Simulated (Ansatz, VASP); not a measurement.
**Two plane-wave programs on TaN**

```
Ta N
1.0
    -0.22081    2.20811    2.20811
     1.98730    0.00000    1.98730
     2.20811    2.20811   -0.22081
Ta N
1 1
Direct
  0.50000 0.50000 0.50000
  0.00000 0.00000 0.00000
```

Change from the starting cell: engineering shear strain xz -0.2000, normal strain along z +0.0000.

Alike in both runs: task single point; functional PBE; k mesh 18 × 18 × 18; occupations gaussian, width 0.15 eV; no spin polarisation.

```csv
,VASP,Ansatz
version,VASP 6.6.1,Ansatz 0.2.0
potentials or method,"VASP PAW PBE potentials, release 64 (Ta_pv, N), cutoff 520 eV","scalar-relativistic, plane waves, PAW"
valence electrons in the cell,16,18
```

```csv
,VASP,Ansatz,Ansatz less VASP
gap on the k mesh at the Fermi level (eV),none,none,-
pressure (GPa),5.5,4.5,-1.03
"traceless stress, the component that is largest in VASP (GPa)",-9.56,-9.44,+0.118
```

A gap of «none» marks a metal or a gap that the smearing closes. VASP's potentials hold 16 valence electrons a cell and Ansatz's 18, so a difference there can come from the potentials and not from the codes.

Neither program's run includes spin-orbit coupling.
